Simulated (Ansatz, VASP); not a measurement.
Given: the input of a run of Ansatz 0.2.0 on Si.

Contents of input.yaml:

```yaml
crystal:
  lattice:
    - [0.0, 2.7218511865, 2.7218511865]
    - [2.7218511865, 0.0, 2.7218511865]
    - [2.7218511865, 2.7218511865, 0.0]
  atoms:
    - { symbol: Si, position: [0.5, 0.5, 0.5] }
    - { symbol: Si, position: [0.75, 0.75, 0.75] }
kpoints:
  mp_grid: { grid: [8, 8, 8] }
scf:
  occupations: { method: fermi_dirac, width: 0.05 }
hamiltonian:
  xc: blyp
  pseudopotentials: { kind: all_electron, lapw: { basis_error: 0.001 } }
output:
  forces: true
  stress: true
relax:
  f_tol: 0.005
  max_steps: 60
  cell: {}
```

Potentials or basis: all-electron LAPW, scalar-relativistic.

Command:

```bash
$ ansatz run input.yaml --threads 1 --pin off --max-ram 3072MiB --backend cpu --events-out ev --progress --plain --runs-dir out
```

Task: Set up the same calculation for VASP 6.6.1. Potentials there: VASP PAW PBE potentials, release 64 (Si).

Result: As run (the cutoff follows the program's own potentials):

File INCAR:

```
SYSTEM = Si
PREC = Accurate
ENCUT = 600
EDIFF = 1E-6
ISMEAR = -1
SIGMA = 0.05
LREAL = .False.
LASPH = .True.
NELM = 100
ALGO = Normal
ISIF = 3
LWAVE = .False.
LCHARG = .False.
GGA = B5
ALDAX = 1.0
AGGAX = 1.0
AGGAC = 1.0
ALDAC = 0.0
IBRION = 2
NSW = 80
EDIFFG = -0.005
```

The input KPOINTS:

```
regular mesh
0
Gamma
  8 8 8
  0 0 0
```

File POSCAR:

```
Si
1.0
    0.0000000000      2.7218511865      2.7218511865
    2.7218511865      0.0000000000      2.7218511865
    2.7218511865      2.7218511865      0.0000000000
Si
2
Direct
    0.5000000000      0.5000000000      0.5000000000
    0.7500000000      0.7500000000      0.7500000000
```

Potentials or basis: VASP PAW PBE potentials, release 64 (Si).

The run is started by

```bash
$ cat potpaw_PBE.64/Si/POTCAR > POTCAR
$ mpirun -np 1 vasp_std > vasp.out
```

Both were run:

|  | VASP | Ansatz | Ansatz less VASP |
| --- | --- | --- | --- |
| relaxed volume (Å³/atom) | 21.20 | 21.16 | -0.041 |
| relaxed cell length with the largest relative difference (Å) | 3.914 | 3.912 | -0.0025 |

VASP's potentials were made for PBE, not for BLYP. Ansatz ran all-electron here, and VASP with PAW potentials.
